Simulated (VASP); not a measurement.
# SnO (P4/nmm) in VASP: further runs, part 3 of 3

VASP 6.6.1. The steps go on from the part before.

## 6. Single point, PBEsol

This run uses another cell than the first one, of 17.79 Å³/atom, 1.344 times its volume.

INCAR reads:

```
SYSTEM = SnO
PREC = Accurate
ENCUT = 520
EDIFF = 1E-6
ISMEAR = 0
SIGMA = 0.1
LREAL = .False.
LASPH = .True.
NELM = 100
ALGO = Normal
ISIF = 2
LWAVE = .False.
LCHARG = .True.
GGA = PS
LELF = .True.
LVHAR = .True.
NBANDS = 28
```

KPOINTS reads:

```
Automatic mesh
0
Gamma
  12 12 10
  0 0 0
```

POSCAR reads:

```
SnO
1.0
    3.8204834559      0.0000000000      0.0000000000
    0.0000000000      3.8204834559      0.0000000000
    0.0000000000      0.0000000000      4.8750620914
Sn O
2 2
Direct
    0.0000000000      0.5000000000      0.2362659556
    0.5000000000      0.0000000000      0.7637340444
    0.5000000000      0.5000000000      0.0000000000
    0.0000000000      0.0000000000      0.0000000000
```

Potentials or basis: VASP PAW PBE potentials, release 64 (Sn_d, O).

Launch:

```sh
$ cat potpaw_PBE.64/Sn_d/POTCAR potpaw_PBE.64/O/POTCAR > POTCAR
$ mpirun -np 1 vasp_std > vasp.out
```

OUTCAR:

```text
SYSTEM = SnO
   PREC = Accurate
   ENCUT = 520
   EDIFF = 1E-6
   ISMEAR = 0
   LREAL = .False.
   LASPH = .True.
   NELM = 100
   ISIF = 2
   GGA = PS

 ion  position               nearest neighbor table
   1  0.000  0.500  0.236-   3 2.23   4 2.23   4 2.23   3 2.23   2 3.55   2 3.55   2 3.55   2 3.55
                             2 3.73   2 3.73   2 3.73   2 3.73
   2  0.500  0.000  0.764-   3 2.23   4 2.23   3 2.23   4 2.23   1 3.55   1 3.55   1 3.55   1 3.55
                             1 3.73   1 3.73   1 3.73   1 3.73
   3  0.500  0.500  0.000-   1 2.23   2 2.23   2 2.23   1 2.23
   4  0.000  0.000  0.000-   1 2.23   2 2.23   1 2.23   2 2.23

  LATTYP: Found a simple tetragonal cell.
 ALAT       =     3.8204834559
 C/A-ratio  =     1.2760327712

  Lattice vectors:

 A1 = (   3.8204834559,   0.0000000000,   0.0000000000)
 A2 = (   0.0000000000,   3.8204834559,   0.0000000000)
 A3 = (   0.0000000000,   0.0000000000,   4.8750620914)

Analysis of symmetry for initial positions (statically):
=====================================================================
 Subroutine PRICEL returns:
 Original cell was already a primitive cell.

 Routine SETGRP: Setting up the symmetry group for a
 simple tetragonal supercell.

 Subroutine GETGRP returns: Found 16 space group operations
 (whereof  8 operations were pure point group operations)
 out of a pool of 16 trial point group operations.

The static configuration has the point symmetry D_2d.
 The point group associated with its full space group is D_4h.

Analysis of symmetry for dynamics (positions and initial velocities):
=====================================================================
 Subroutine PRICEL returns:
 Original cell was already a primitive cell.

 Routine SETGRP: Setting up the symmetry group for a
 simple tetragonal supercell.

 Subroutine GETGRP returns: Found 16 space group operations
 (whereof  8 operations were pure point group operations)
 out of a pool of 16 trial point group operations.

The dynamic configuration has the point symmetry D_2d.
 The point group associated with its full space group is D_4h.

 Subroutine INISYM returns: Found 16 space group operations
 (whereof  8 operations are pure point group operations),
 and found     1 'primitive' translations

----------------------------------------------------------------------------------------

                                     Primitive cell

  volume of cell :      71.1569

  direct lattice vectors                    reciprocal lattice vectors
     3.820483456  0.000000000  0.000000000     0.261746978  0.000000000  0.000000000
     0.000000000  3.820483456  0.000000000     0.000000000  0.261746978  0.000000000
     0.000000000  0.000000000  4.875062091     0.000000000  0.000000000  0.205125593

  length of vectors
     3.820483456  3.820483456  4.875062091     0.261746978  0.261746978  0.205125593

  position of ions in fractional coordinates (direct lattice)
     0.000000000  0.500000000  0.236265956
     0.500000000  0.000000000  0.763734044
     0.500000000  0.500000000  0.000000000
     0.000000000  0.000000000  0.000000000

  ion indices of the primitive-cell ions
   primitive index   ion index
                 1           1
                 2           2
                 3           3
                 4           4

----------------------------------------------------------------------------------------

 KPOINTS: Automatic mesh

Automatic generation of k-mesh.
 Grid dimensions read from file:
 generate k-points for:   12   12   10

 Generating k-lattice:

  Cartesian coordinates                     Fractional coordinates (reciprocal lattice)
     0.021812248  0.000000000  0.000000000     0.083333333  0.000000000  0.000000000
     0.000000000  0.021812248  0.000000000     0.000000000  0.083333333  0.000000000
     0.000000000  0.000000000  0.020512559     0.000000000  0.000000000  0.100000000

  Length of vectors
     0.021812248  0.021812248  0.020512559

  Shift w.r.t. Gamma in fractional coordinates (k-lattice)
     0.000000000  0.000000000  0.000000000

 Subroutine IBZKPT returns following result:
 ===========================================

 Found    168 irreducible k-points:

 Following reciprocal coordinates:
            Coordinates               Weight
  0.000000  0.000000  0.000000      1.000000
  0.083333  0.000000  0.000000      4.000000
  0.166667  0.000000  0.000000      4.000000
  0.250000  0.000000  0.000000      4.000000
  0.333333  0.000000  0.000000      4.000000
  0.416667  0.000000  0.000000      4.000000
[... 16 lines left out ...]
  0.333333  0.333333  0.000000      4.000000
  0.416667  0.333333  0.000000      8.000000
 [... further k-points ...]
   k-points           NKPTS =    168   k-points in BZ     NKDIM =    168   number of bands    NBANDS=     28
   number of dos      NEDOS =    301   number of ions     NIONS =      4
   total plane-waves  NPLWV =  28224
   dimension x,y,z NGX =    28 NGY =   28 NGZ =   36
   dimension x,y,z NGXF=    56 NGYF=   56 NGZF=   72
   ions per type =               2   2
   NGX,Y,Z   is equivalent  to a cutoff of  12.18, 12.18, 12.28 a.u.
   NGXF,Y,Z  is equivalent  to a cutoff of  24.37, 24.37, 24.55 a.u.
 SYSTEM =  SnO
   PREC   = accura    normal or accurate (medium, high low for compatibility)
   ISTART =      0    job   : 0-new  1-cont  2-samecut
   ICHARG =      2    charge: 1-file 2-atom 10-const
   ISPIN  =      1    spin polarized calculation?
   LNONCOLLINEAR =      F non collinear calculations
   LSORBIT =      F    spin-orbit coupling
   LASPH  =      T    aspherical Exc in radial PAW
   ENCUT  =  520.0 eV  38.22 Ry    6.18 a.u.   7.10  7.10  9.06*2*pi/ulx,y,z
   NELM   =    100;   NELMIN=  2; NELMDL= -5     # of ELM steps
   EDIFF  = 0.1E-05   stopping-criterion for ELM
   LREAL  =      F    real-space projection
[... 7 lines left out ...]
   TEBEG  =    0.0;   TEEND  =   0.0 temperature during run
   PSTRESS=    0.0 pullay stress
   NELECT =      40.0000    total number of electrons
   NUPDOWN=      -1.0000    fix difference up-down
   EMIN   =  10.00;   EMAX   =-10.00  energy-range for DOS
   EFERMI =   0.00;   METHOD = LEGACY
   ISMEAR =     0;   SIGMA  =   0.10  broadening in eV -4-tet -1-fermi 0-gaus
   EFERMI_NEDOS =   21; number of points for ismear=-14 and -15
   IALGO  =     38    algorithm
   IMIX   =      4    mixing-type and parameters
     AMIX     =   0.40;   BMIX     =  1.00
     AMIX_MAG =   1.60;   BMIX_MAG =  1.00
  volume/ion in A,a.u.               =      17.79       120.05
  Fermi-wavevector in a.u.,A,eV,Ry     =   1.351105  2.553219 24.837242  1.825486
  Thomas-Fermi vector in A             =   2.478555
   LORBIT       =      0    0 simple, 1 ext, 2 COOP (PROOUT), +10 PAW based schemes
   GGA     = PS    functional components
   LHFCALC =     F    Hartree Fock is set to
   AEXX    =    0.0000 exact exchange contribution
   IVDW    =     0    specifies the selected vdW correction
   LEPSILON=     F    determine dielectric tensor
   LRPA    =     F    only Hartree local field effects (RPA)
 non-spin polarized calculation
 Gauss-broadening in eV      SIGMA  =   0.10
  energy-cutoff  :      520.00
  volume of cell :       71.16
 maximum number of plane-waves:      1948
   NGX = 15   NGY = 15   NGZ = 19

 number of electron      39.9999977 magnetization

 Free energy of the ion-electron system (eV)
  ---------------------------------------------------
  ext. energy  EPLUGINS =         0.00000000
  ---------------------------------------------------
  free energy    TOTEN  =       -24.20810351 eV

  energy without entropy =      -24.20784338  energy(sigma->0) =      -24.20797345

 E-fermi :   6.8990     XC(G=0): -10.4003

 val. band max:        6.7997966923   @ k =   0.0833   0.0833   0.0000
 cond. band min:       6.9161703750   @ k =   0.5000   0.5000   0.0000
 fundamental gap:      0.1163736827
 Fermi energy:         6.8990000851

 k-point     1 :       0.0000    0.0000    0.0000
  band No.  band energies     occupation
      1     -15.0534      2.00000
      2     -14.6222      2.00000
      3     -14.6222      2.00000
      4     -14.6188      2.00000
      5     -14.5752      2.00000
      6     -14.5692      2.00000
[... 20 lines left out ...]
     27      13.5321      0.00000
     28      13.9335      0.00000
[... 683 lines left out ...]
 k-point    24 :       0.4167    0.3333    0.0000
  band No.  band energies     occupation
      1     -14.9936      2.00000
      2     -14.9526      2.00000
      3     -14.5908      2.00000
      4     -14.5892      2.00000
      5     -14.5801      2.00000
      6     -14.5680      2.00000
[... 20 lines left out ...]
     27      14.0805      0.00000
     28      14.5091      0.00000

 [... further k-points ...]
[... 5 lines left out ...]
  --------------------------------------------------------------------------------------
  -------------------------------------------------------------------------------------
  Total       -0.3438826     -0.3438826     -0.3148951      0.0000000     -0.0000000      0.0000000
  in kB       -7.7429065     -7.7429065     -7.0902206      0.0000000     -0.0000000      0.0000000
  external PRESSURE =      -7.5253445 kB  Pullay stress =       0.0000000 kB

 VOLUME and BASIS-vectors are now :
 -----------------------------------------------------------------------------
  energy-cutoff  :      520.00
  volume of cell :       71.16
      direct lattice vectors                 reciprocal lattice vectors
     3.820483456  0.000000000  0.000000000     0.261746978  0.000000000  0.000000000
     0.000000000  3.820483456  0.000000000     0.000000000  0.261746978  0.000000000
     0.000000000  0.000000000  4.875062091     0.000000000  0.000000000  0.205125593

 POSITION                                       TOTAL-FORCE (eV/Angst)
 -----------------------------------------------------------------------------------
      0.00000      1.91024      1.15181        -0.000000      0.000000      0.083827
      1.91024      0.00000      3.72325         0.000000      0.000000     -0.083827
      1.91024      1.91024      0.00000         0.000000      0.000000      0.000000
      0.00000      0.00000      0.00000         0.000000     -0.000000      0.000000
 -----------------------------------------------------------------------------------
    total drift:                                0.000000      0.000000      0.000000

  FREE ENERGIE OF THE ION-ELECTRON SYSTEM (eV)
  ---------------------------------------------------
  free  energy   TOTEN  =       -24.2081035147 eV

  energy  without entropy=      -24.2078433813  energy(sigma->0) =      -24.20797345
```

OSZICAR:

```text
N       E                     dE             d eps       ncg     rms          rms(c)
DAV:   1     0.414902292172E+03    0.41490E+03   -0.19921E+04  9724   0.218E+03
DAV:   2     0.358847571933E+02   -0.37902E+03   -0.36389E+03  9752   0.541E+02
DAV:   3    -0.244907987774E+02   -0.60376E+02   -0.59177E+02 10768   0.180E+02
DAV:   4    -0.274030906923E+02   -0.29123E+01   -0.28977E+01 10792   0.422E+01
DAV:   5    -0.274721845559E+02   -0.69094E-01   -0.69085E-01 10248   0.705E+00    0.108E+01
DAV:   6    -0.242803759338E+02    0.31918E+01   -0.14780E+01 15216   0.432E+01    0.485E+00
DAV:   7    -0.242436859277E+02    0.36690E-01   -0.18208E+00 11112   0.810E+00    0.242E+00
DAV:   8    -0.242181400048E+02    0.25546E-01   -0.29432E-01 11488   0.351E+00    0.764E-01
DAV:   9    -0.242073941995E+02    0.10746E-01   -0.44992E-02 15060   0.223E+00    0.220E-01
DAV:  10    -0.242083991642E+02   -0.10050E-02   -0.65156E-03 13056   0.768E-01    0.128E-01
DAV:  11    -0.242080857039E+02    0.31346E-03   -0.16492E-03 14512   0.384E-01    0.215E-02
DAV:  12    -0.242081098211E+02   -0.24117E-04   -0.21388E-04  9724   0.843E-02    0.287E-02
DAV:  13    -0.242081037414E+02    0.60796E-05   -0.24097E-05 11924   0.335E-02    0.310E-03
DAV:  14    -0.242081035147E+02    0.22671E-06   -0.16159E-06  7252   0.113E-02
   1 F= -.24208104E+02 E0= -.24207973E+02  d E =-.260133E-03
```

Wall time 2.1 min (1 thread of Intel Xeon 6975P-C (Granite Rapids), shared host); peak memory 0.37 GiB.

Results:

```yaml
Free_energy: -24.2081 eV
Pressure: -0.8 GPa
Largest_force: 0.084 eV/Å
Band_gap_on_the_k_mesh: 0.12 eV, indirect (least direct gap 1.95 eV)
```

Forces on the atoms (eV/Å):
```
Sn   0.000  0.000  0.084
Sn   0.000  0.000 -0.084
O    0.000  0.000  0.000
O    0.000  0.000  0.000
```

Levels at points of the mesh, in eV from the valence-band top:
| k point | band 18 | band 19 | band 20 | band 21 | band 22 | band 23 |
| --- | --- | --- | --- | --- | --- | --- |
| (0.00, 0.00, 0.00) | -3.13 | -3.13 | -0.01 | 1.99 | 4.22 | 4.71 |
| (0.50, 0.00, 0.00) | -4.81 | -2.64 | -2.64 | 3.12 | 3.12 | 5.86 |
| (0.50, 0.50, 0.00) | -2.46 | -1.84 | -1.84 | 0.12 | 0.12 | 4.39 |
| (0.00, 0.00, 0.50) | -3.15 | -3.15 | -2.15 | 1.57 | 2.98 | 2.98 |
| (0.50, 0.00, 0.50) | -4.77 | -1.69 | -1.69 | 2.52 | 2.52 | 5.41 |
| (0.50, 0.50, 0.50) | -2.62 | -2.46 | -2.46 | 2.38 | 2.38 | 3.93 |

Caveat: the PAW data sets were made with another functional, which shifts forces and pressure a little; spin-orbit coupling is left out, which moves the levels of the heavy elements. A k mesh can miss the band edges.

## 7. Summary

```tsv
task	cell	cutoff (eV)	gap on the mesh (eV)	pressure (GPa)	largest force (eV/Å)
relaxation of cell and atoms	relaxed to 25 GPa from a = 3.577, b = 3.577, c = 4.138 Å, 4 atoms	600	none	25.0	-
relaxation of cell and atoms	relaxed to 12 GPa from a = 3.649, b = 3.649, c = 4.363 Å, 4 atoms	600	none	12.0	-
single point	a = 3.791, b = 3.791, c = 4.657 Å, 4 atoms	520	none	1.2	0.09
single point	a = 3.805, b = 3.805, c = 4.753 Å, 4 atoms	520	none	0.2	0.09
single point	a = 3.820, b = 3.820, c = 4.875 Å, 4 atoms	520	0.12	-0.8	0.08
```

Alike in all rows: level PBEsol; potentials or basis VASP PAW PBE potentials, release 64 (Sn_d, O); no spin polarisation; k mesh 12 × 12 × 10; smearing gaussian 0.1 eV.

Caveats: the PAW data sets were made with another functional, which shifts forces and pressure a little; spin-orbit coupling is left out, which moves the levels of the heavy elements; the cell is relaxed towards a set pressure, so the enthalpy falls and the energy may rise (some runs).

Absolute energies hang on the potentials; compare differences alone.
